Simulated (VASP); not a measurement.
The system is SiC.

```
Si C
1.0
     0.00000    2.17805    2.17805
     2.17805    0.00000    2.17805
     2.17805    2.17805    0.00000
Si C
1 1
Direct
  0.00000 0.00000 0.00000
  0.25000 0.25000 0.25000
```

Program: VASP 6.6.1. Alike in all runs: potentials or basis VASP PAW PBE potentials, release 64 (Si, C); no spin polarisation; cell as given; cutoff (eV) 520; smearing gaussian 0.01 eV. Hardware: 1 thread of Intel(R) Xeon(R) Platinum 8488C (Sapphire Rapids), with other jobs on the host.

Task: Order these runs on this cell by their wall time, lowest first.
A. task single point; level r2SCAN; k mesh 10 × 10 × 10
B. task single point; level PBE; k mesh 6 × 6 × 6
C. task dielectric tensor; level r2SCAN; k mesh 8 × 8 × 8

Result: B (2.9 s), A (18 s), C (620 s).
